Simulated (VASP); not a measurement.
# Se (Pm-3m) in VASP: a series of runs

Runs on Se. Level: r2SCAN. Tasks: single point, relaxation of cell and atoms.

All numbers are computed with VASP 6.6.1; they aren't measurements. Logs are shortened: lines on timing, memory, paths and dates and some standing lists are left out, and cuts for length are marked.

## 1. The cell of the first run

The structure is cubic, space group Pm-3m (No. 221). The conventional cell has a = 2.822 Å, b = 2.822 Å, c = 2.822 Å, α = 90.00°, β = 90.00°, γ = 90.00°. Within 3.7 Å of Se (site symmetry m-3m) lie 6 Se at 2.82 Å.

This isn't the form of Se at room conditions, which is trigonal, of chains.

## 2. Single point, r2SCAN

Contents of POSCAR:

```
Se
1.0
    2.8215461126      0.0000000000      0.0000000000
    0.0000000000      2.8215461126      0.0000000000
    0.0000000000      0.0000000000      2.8215461126
Se
1
Direct
    0.0000000000      0.0000000000      0.0000000000
```

Contents of INCAR.step1:

```
  ALGO = Normal
  EDIFF = 1E-4
  ENCUT = 520
  GGA = PE
  ISMEAR = -1
  LASPH = T
  LCHARG = F
  LREAL = F
  LWAVE = T
  NBANDS = 9
  NELM = 60
  PREC = Accurate
  SIGMA = 0.02
```

Contents of INCAR.step2:

```
  ALGO = Normal
  EDIFF = 1E-6
  ENCUT = 520
  ISIF = 2
  ISMEAR = -1
  ISTART = 1
  LASPH = T
  LCHARG = T
  LELF = T
  LMIXTAU = T
  LREAL = F
  LVHAR = T
  LWAVE = F
  METAGGA = R2SCAN
  NBANDS = 9
  NELM = 60
  PREC = Accurate
  SIGMA = 0.02
```

Contents of KPOINTS:

```
k-points
0
Gamma
  8 8 8
```

Potentials or basis: VASP PAW PBE potentials, release 64 (Se).

Started as:

```console
$ cat potpaw_PBE.64/Se/POTCAR > POTCAR
$ cp INCAR.step1 INCAR
$ mpirun -np 1 vasp_std > vasp.out
$ cp INCAR.step2 INCAR
$ mpirun -np 1 vasp_std > vasp.out
```

OUTCAR:

```text
EDIFF = 1E-6
   ENCUT = 520
   ISIF = 2
   ISMEAR = -1
   ISTART = 1
   LASPH = T
   LREAL = F
   METAGGA = R2SCAN
   NELM = 60
   PREC = Accurate

 ion  position               nearest neighbor table
   1  0.000  0.000  0.000-

  LATTYP: Found a simple cubic cell.
 ALAT       =     2.8215461126

  Lattice vectors:

 A1 = (   2.8215461126,   0.0000000000,   0.0000000000)
 A2 = (   0.0000000000,   2.8215461126,   0.0000000000)
 A3 = (   0.0000000000,   0.0000000000,   2.8215461126)

Analysis of symmetry for initial positions (statically):
=====================================================================
 Subroutine PRICEL returns:
 Original cell was already a primitive cell.

 Routine SETGRP: Setting up the symmetry group for a
 simple cubic supercell.

 Subroutine GETGRP returns: Found 48 space group operations
 (whereof 48 operations were pure point group operations)
 out of a pool of 48 trial point group operations.

The static configuration has the point symmetry O_h .

Analysis of symmetry for dynamics (positions and initial velocities):
=====================================================================
 Subroutine PRICEL returns:
 Original cell was already a primitive cell.

 Routine SETGRP: Setting up the symmetry group for a
 simple cubic supercell.

 Subroutine GETGRP returns: Found 48 space group operations
 (whereof 48 operations were pure point group operations)
 out of a pool of 48 trial point group operations.

The dynamic configuration has the point symmetry O_h .

 Subroutine INISYM returns: Found 48 space group operations
 (whereof 48 operations are pure point group operations),
 and found     1 'primitive' translations

----------------------------------------------------------------------------------------

                                     Primitive cell

  volume of cell :      22.4627

  direct lattice vectors                    reciprocal lattice vectors
     2.821546113  0.000000000  0.000000000     0.354415615  0.000000000  0.000000000
     0.000000000  2.821546113  0.000000000     0.000000000  0.354415615  0.000000000
     0.000000000  0.000000000  2.821546113     0.000000000  0.000000000  0.354415615

  length of vectors
     2.821546113  2.821546113  2.821546113     0.354415615  0.354415615  0.354415615

  position of ions in fractional coordinates (direct lattice)
     0.000000000  0.000000000  0.000000000

  ion indices of the primitive-cell ions
   primitive index   ion index
                 1           1

----------------------------------------------------------------------------------------

 KPOINTS: k-points

Automatic generation of k-mesh.
 Grid dimensions read from file:
 generate k-points for:    8    8    8

 Generating k-lattice:

  Cartesian coordinates                     Fractional coordinates (reciprocal lattice)
     0.044301952  0.000000000  0.000000000     0.125000000  0.000000000  0.000000000
     0.000000000  0.044301952  0.000000000     0.000000000  0.125000000  0.000000000
     0.000000000  0.000000000  0.044301952     0.000000000  0.000000000  0.125000000

  Length of vectors
     0.044301952  0.044301952  0.044301952

  Shift w.r.t. Gamma in fractional coordinates (k-lattice)
     0.000000000  0.000000000  0.000000000

 Subroutine IBZKPT returns following result:
 ===========================================

 Found     35 irreducible k-points:

 Following reciprocal coordinates:
            Coordinates               Weight
  0.000000  0.000000  0.000000      1.000000
  0.125000  0.000000  0.000000      6.000000
  0.250000  0.000000  0.000000      6.000000
  0.375000  0.000000  0.000000      6.000000
  0.500000  0.000000  0.000000      3.000000
  0.125000  0.125000  0.000000     12.000000
[... 16 lines left out ...]
  0.375000  0.375000  0.125000     24.000000
  0.500000  0.375000  0.125000     24.000000
 [... further k-points ...]
   k-points           NKPTS =     35   k-points in BZ     NKDIM =     35   number of bands    NBANDS=      9
   number of dos      NEDOS =    301   number of ions     NIONS =      1
   total plane-waves  NPLWV =  13824
   dimension x,y,z NGX =    24 NGY =   24 NGZ =   24
   dimension x,y,z NGXF=    48 NGYF=   48 NGZF=   48
   ions per type =               1
   NGX,Y,Z   is equivalent  to a cutoff of  14.14, 14.14, 14.14 a.u.
   NGXF,Y,Z  is equivalent  to a cutoff of  28.28, 28.28, 28.28 a.u.
 SYSTEM =  unknown system
   PREC   = accura    normal or accurate (medium, high low for compatibility)
   ISTART =      1    job   : 0-new  1-cont  2-samecut
   ICHARG =      0    charge: 1-file 2-atom 10-const
   ISPIN  =      1    spin polarized calculation?
   LNONCOLLINEAR =      F non collinear calculations
   LSORBIT =      F    spin-orbit coupling
   LASPH  =      T    aspherical Exc in radial PAW
   ENCUT  =  520.0 eV  38.22 Ry    6.18 a.u.   5.25  5.25  5.25*2*pi/ulx,y,z
   NELM   =     60;   NELMIN=  2; NELMDL=  0     # of ELM steps
[... 45 lines left out ...]

  energy without entropy =      -14.05537319  energy(sigma->0) =      -14.05603150

 E-fermi :   4.7217     XC(G=0): -10.4643

 val. band max:        4.5186935934   @ k =   0.1250   0.1250   0.1250
 cond. band min:       4.7287386362   @ k =   0.2500   0.1250   0.0000
 fundamental gap:      0.2100450429
 Fermi energy:         4.7217101496

 k-point     1 :       0.0000    0.0000    0.0000
  band No.  band energies     occupation
      1     -12.2344      2.00000
      2       6.0353      0.00000
      3       6.0353      0.00000
      4       6.0353      0.00000
      5      12.7738      0.00000
      6      12.7738      0.00000
      7      13.3001      0.00000
      8      27.8298      0.00000
      9      27.8298      0.00000

 k-point     2 :       0.1250    0.0000    0.0000
  band No.  band energies     occupation
      1     -12.0019      2.00000
      2       3.9789      2.00000
      3       6.2172      0.00000
      4       6.2172      0.00000
      5      13.0026      0.00000
      6      13.3972      0.00000
      7      15.4879      0.00000
      8      24.9959      0.00000
      9      24.9959      0.00000

 k-point     3 :       0.2500    0.0000    0.0000
  band No.  band energies     occupation
      1     -11.3527      2.00000
      2       0.8236      2.00000
      3       6.7004      0.00000
      4       6.7004      0.00000
      5      13.6433      0.00000
      6      14.2400      0.00000
      7      19.4768      0.00000
      8      21.8553      0.00000
      9      21.8553      0.00000

 k-point     4 :       0.3750    0.0000    0.0000
  band No.  band energies     occupation
      1     -10.5019      2.00000
      2      -1.6879      2.00000
      3       7.2671      0.00000
      4       7.2671      0.00000
      5      14.4887      0.00000
      6      15.5985      0.00000
      7      19.6146      0.00000
      8      19.6370      0.00000
      9      19.6370      0.00000

 k-point     5 :       0.5000    0.0000    0.0000
  band No.  band energies     occupation
      1     -10.0400      2.00000
      2      -2.7184      2.00000
      3       7.5362      0.00000
      4       7.5362      0.00000
      5      14.9523      0.00000
      6      17.1061      0.00000
      7      17.8957      0.00000
      8      18.8117      0.00000
      9      18.8117      0.00000

 k-point     6 :       0.1250    0.1250    0.0000
  band No.  band energies     occupation
      1     -11.7694      2.00000
      2       4.1211      2.00000
      3       4.2413      2.00000
      4       6.3981      0.00000
      5      13.4451      0.00000
      6      15.6350      0.00000
      7      15.7097      0.00000
      8      22.4252      0.00000
      9      24.7870      0.00000
[... 169 lines left out ...]
 k-point    21 :       0.3750    0.2500    0.1250
  band No.  band energies     occupation
      1      -9.3853      2.00000
      2      -0.6605      2.00000
      3       2.5554      2.00000
      4       6.1110      0.00000
      5      12.4322      0.00000
      6      16.7453      0.00000
      7      18.6675      0.00000
      8      20.3504      0.00000
      9      23.4755      0.00000

 k-point    22 :       0.5000    0.2500    0.1250
  band No.  band energies     occupation
      1      -8.9211      2.00000
      2      -1.6859      2.00000
      3       2.9210      2.00000
      4       6.4321      0.00000
      5      11.5363      0.00000
      6      16.0978      0.00000
      7      18.9072      0.00000
      8      20.8131      0.00000
      9      24.1659      0.00000

 k-point    23 :       0.3750    0.3750    0.1250
  band No.  band energies     occupation
      1      -8.5281      2.00000
      2       0.0280      2.00000
      3       0.1439      2.00000
      4       6.7229      0.00000
      5      10.0547      0.00000
      6      17.3759      0.00000
      7      18.1876      0.00000
      8      20.0897      0.00000
      9      25.4146      0.00000

 k-point    24 :       0.5000    0.3750    0.1250
  band No.  band energies     occupation
      1      -8.0596      2.00000
      2      -0.9387      2.00000
      3       0.4675      2.00000
      4       7.0231      0.00000
      5       9.1075      0.00000
      6      17.0404      0.00000
      7      18.3062      0.00000
      8      20.5208      0.00000
      9      24.3611      0.00000

 [... further k-points ...]
[... 5 lines left out ...]
  --------------------------------------------------------------------------------------
  -------------------------------------------------------------------------------------
  Total       -0.0115073     -0.0115073     -0.0115073     -0.0000000     -0.0000000      0.0000000
  in kB       -0.8207686     -0.8207686     -0.8207686     -0.0000000     -0.0000000      0.0000000
  external PRESSURE =      -0.8207686 kB  Pullay stress =       0.0000000 kB

 VOLUME and BASIS-vectors are now :
 -----------------------------------------------------------------------------
  energy-cutoff  :      520.00
  volume of cell :       22.46
      direct lattice vectors                 reciprocal lattice vectors
     2.821546113  0.000000000  0.000000000     0.354415615  0.000000000  0.000000000
     0.000000000  2.821546113  0.000000000     0.000000000  0.354415615  0.000000000
     0.000000000  0.000000000  2.821546113     0.000000000  0.000000000  0.354415615

 POSITION                                       TOTAL-FORCE (eV/Angst)
 -----------------------------------------------------------------------------------
      0.00000      0.00000      0.00000         0.000000      0.000000      0.000000
 -----------------------------------------------------------------------------------
    total drift:                               -0.000000      0.000000      0.000000

  FREE ENERGIE OF THE ION-ELECTRON SYSTEM (eV)
  ---------------------------------------------------
  free  energy   TOTEN  =       -14.0566898027 eV

  energy  without entropy=      -14.0553731918  energy(sigma->0) =      -14.05603150
```

Wall time 8.8 s (1 thread of Intel Xeon 6975P-C (Granite Rapids), shared host); peak memory 0.14 GiB.

What came out:

| Item | Value |
| --- | --- |
| Free energy | -14.0567 eV |
| Pressure | -0.1 GPa |
| Band gap on the k mesh | zero (bands 3 and 4 overlap by 6.55 eV) |

Caveat: the PAW data sets were made with another functional, which shifts forces and pressure a little.

## 3. Single point, r2SCAN

POSCAR is that of step 2.

Contents of INCAR.step1:

```
SYSTEM = Se
ALGO = Normal
EDIFF = 1E-4
ENCUT = 520
GGA = PE
ISMEAR = -1
LASPH = .True.
LCHARG = .False.
LREAL = .False.
LWAVE = .True.
NBANDS = 9
NELM = 80
PREC = Accurate
SIGMA = 0.02
```

Contents of INCAR.step2:

```
SYSTEM = Se
ALGO = Normal
EDIFF = 1E-6
ENCUT = 520
ISIF = 2
ISMEAR = -1
ISTART = 1
LASPH = .True.
LCHARG = .False.
LMIXTAU = .True.
LREAL = .False.
LWAVE = .False.
METAGGA = R2SCAN
NBANDS = 9
NELM = 80
PREC = Accurate
SIGMA = 0.02
```

Contents of KPOINTS:

```
k-points
0
Gamma
  8 8 8
  0 0 0
```

Potentials or basis: VASP PAW PBE potentials, release 64 (Se).

Started as:

```console
$ cat potpaw_PBE.64/Se/POTCAR > POTCAR
$ cp INCAR.step1 INCAR
$ mpirun -np 1 vasp_std > vasp.out
$ cp INCAR.step2 INCAR
$ mpirun -np 1 vasp_std > vasp.out
```

It took 8.5 s on 1 thread of Intel Xeon 6975P-C (Granite Rapids), shared host; peak memory 0.14 GiB.

The run converged. Its results:

```yaml
Free_energy: -14.0567 eV
Pressure: -0.1 GPa
Band_gap_on_the_k_mesh: zero (bands 3 and 4 overlap by 6.55 eV)
```

Levels at points of the mesh, in eV from the Fermi level:
```
           k point  band 1  band 2  band 3  band 4  band 5  band 6  band 7
(0.00, 0.00, 0.00)  -16.96    1.31    1.31    1.31    8.05    8.05    8.58
(0.50, 0.00, 0.00)  -14.76   -7.44    2.81    2.81   10.23   12.38   13.17
(0.50, 0.50, 0.00)  -12.55   -5.48   -5.48    3.16    4.19   14.01   16.36
(0.50, 0.50, 0.50)  -10.24   -3.74   -3.74   -3.74    6.17    6.17    6.17
```

Caveat: the PAW data sets were made with another functional, which shifts forces and pressure a little.

## 4. Relaxation of cell and atoms, r2SCAN

POSCAR is that of step 3.

Contents of INCAR.step1:

```
SYSTEM = Se
PREC = Accurate
ENCUT = 600
ISMEAR = -1
SIGMA = 0.02
LREAL = .False.
LASPH = .True.
NELM = 60
GGA = PE
ALGO = Normal
EDIFF = 1E-4
LWAVE = .True.
LCHARG = .False.
```

Contents of INCAR.step2:

```
SYSTEM = Se
PREC = Accurate
ENCUT = 600
EDIFF = 1E-6
ISMEAR = -1
SIGMA = 0.02
LREAL = .False.
LASPH = .True.
NELM = 60
ALGO = Normal
ISIF = 3
LWAVE = .False.
LCHARG = .False.
METAGGA = R2SCAN
LMIXTAU = .True.
IBRION = 2
NSW = 80
EDIFFG = -0.02
ISTART = 1
```

Contents of KPOINTS:

```
regular mesh
0
Gamma
  8 8 8
  0 0 0
```

Started as:

```console
$ cat potpaw_PBE.64/Se/POTCAR > POTCAR
$ cp INCAR.step1 INCAR
$ mpirun -np 1 vasp_std > vasp.out
$ cp INCAR.step2 INCAR
$ mpirun -np 1 vasp_std > vasp.out
```

It took 7.7 s on 1 thread of Intel Xeon 6975P-C (Granite Rapids), shared host; peak memory 0.14 GiB.

The run converged. Its results:

```
Free energy             : -14.0572 eV
Pressure after relaxing : -0.1 GPa
Band gap on the k mesh  : zero (bands 3 and 4 overlap by 6.55 eV)
```

Final structure:
```yaml
crystal:
  lattice:
    - [2.82155, 0.00000, 0.00000]
    - [0.00000, 2.82155, 0.00000]
    - [0.00000, 0.00000, 2.82155]
  atoms:
    - { symbol: Se, position: [0.00000, 0.00000, 0.00000] }
```

Levels at points of the mesh, in eV from the Fermi level:
```
           k point  band 1  band 2  band 3  band 4  band 5  band 6
(0.00, 0.00, 0.00)  -16.96    1.31    1.31    1.31    8.05    8.05
(0.50, 0.00, 0.00)  -14.76   -7.44    2.81    2.81   10.23   12.38
(0.50, 0.50, 0.00)  -12.55   -5.48   -5.48    3.16    4.19   14.01
(0.50, 0.50, 0.50)  -10.24   -3.74   -3.74   -3.74    6.17    6.17
```

Caveat: the relaxation stopped at its first step, so nothing moved; the PAW data sets were made with another functional, which shifts forces and pressure a little.

## 5. Relaxation of cell and atoms, r2SCAN

This run uses another cell than the first one, of 23.15 Å³/atom.

Contents of POSCAR:

```
Se
1.0
    2.8500000000      0.0000000000      0.0000000000
    0.0000000000      2.8500000000      0.0000000000
    0.0000000000      0.0000000000      2.8500000000
Se
1
Direct
    0.0000000000      0.0000000000      0.0000000000
```

Contents of INCAR.step1:

```
ALGO     = Normal         # electronic algorithm
EDIFF    = 1E-4           # SCF threshold, eV
ENCUT    = 600            # plane-wave cutoff, eV
GGA      = PE             # functional
ISMEAR   = -1             # smearing method
LASPH    = T              # aspherical terms in the spheres
LCHARG   = F              # write CHGCAR
LREAL    = F              # projectors in reciprocal space
LWAVE    = T              # write WAVECAR
NELM     = 60             # most SCF steps
PREC     = Accurate       # precision mode
SIGMA    = 0.02           # smearing width, eV
```

Contents of INCAR.step2:

```
ALGO     = Normal         # electronic algorithm
EDIFF    = 1E-6           # SCF threshold, eV
EDIFFG   = -0.02          # ionic threshold
ENCUT    = 600            # plane-wave cutoff, eV
IBRION   = 2              # ionic algorithm
ISIF     = 3              # what is computed and relaxed
ISMEAR   = -1             # smearing method
ISTART   = 1            
LASPH    = T              # aspherical terms in the spheres
LCHARG   = F              # write CHGCAR
LMIXTAU  = T            
LREAL    = F              # projectors in reciprocal space
LWAVE    = F              # write WAVECAR
METAGGA  = R2SCAN         # meta-GGA
NELM     = 60             # most SCF steps
NSW      = 80             # ionic steps
PREC     = Accurate       # precision mode
SIGMA    = 0.02           # smearing width, eV
```

Contents of KPOINTS:

```
k-points
0
Gamma
  8 8 8
```

Started as:

```console
$ cat potpaw_PBE.64/Se/POTCAR > POTCAR
$ cp INCAR.step1 INCAR
$ mpirun -np 1 vasp_std > vasp.out
$ cp INCAR.step2 INCAR
$ mpirun -np 1 vasp_std > vasp.out
```

Run time: 19 s. Hardware: 1 thread of Intel Xeon 6975P-C (Granite Rapids), shared host; peak memory 0.14 GiB.

Results (log left out):

* Free energy: -14.0573 eV
* Relaxed volume: 22.43 Å³/atom
* Relaxed cell: a = 2.820 Å, b = 2.820 Å, c = 2.820 Å, α = 90.00°, β = 90.00°, γ = 90.00°
* Space group after relaxing (to 0.1 Å): Pm-3m (No. 221)
* Energy gained by relaxing: 5.3 meV/atom
* Ionic steps: 3
* Pressure after relaxing: 0.0 GPa
* Band gap on the k mesh: zero (bands 3 and 4 overlap by 6.56 eV)

Step by step:
| step | energy change (eV) | largest force (eV/Å) | pressure (GPa) | volume (Å³) |
| --- | --- | --- | --- | --- |
| 1 | 0.0000 | 0.0000 | -2.29 | 23.15 |
| 2 | -0.0037 | 0.0000 | 1.40 | 22.06 |
| 3 | -0.0053 | 0.0000 | 0.01 | 22.43 |

Final structure:
```
CELL_PARAMETERS angstrom
2.82032 0.00000 0.00000
0.00000 2.82032 0.00000
0.00000 0.00000 2.82032
ATOMIC_POSITIONS crystal
Se 0.00000 0.00000 0.00000
```

Levels at points of the mesh, in eV from the Fermi level:
```
           k point  band 1  band 2  band 3  band 4  band 5  band 6
(0.00, 0.00, 0.00)  -16.97    1.32    1.32    1.32    8.05    8.05
(0.50, 0.00, 0.00)  -14.77   -7.45    2.82    2.82   10.23   12.39
(0.50, 0.50, 0.00)  -12.55   -5.49   -5.49    3.15    4.20   14.02
(0.50, 0.50, 0.50)  -10.24   -3.74   -3.74   -3.74    6.17    6.17
```

Caveat: the PAW data sets were made with another functional, which shifts forces and pressure a little.

## 6. Overview

```csv
task,cell,cutoff (eV),gap on the mesh (eV),pressure (GPa)
single point,"a = 2.822 Å, 1 atom",520,none,-0.1
relaxation of cell and atoms,"relaxed from a = 2.822 Å, 1 atom",600,none,-0.1
relaxation of cell and atoms,"relaxed from a = 2.850 Å, 1 atom",600,none,0.0
```

Alike in all rows: level r2SCAN; potentials or basis VASP PAW PBE potentials, release 64 (Se); no spin polarisation; k mesh 8 × 8 × 8; smearing fermi-dirac 0.02 eV.

Caveats: the PAW data sets were made with another functional, which shifts forces and pressure a little; the relaxation stopped at its first step, so nothing moved (at least some runs).

Total energies depend on the potentials used, so only differences within one code and one set of settings carry meaning.
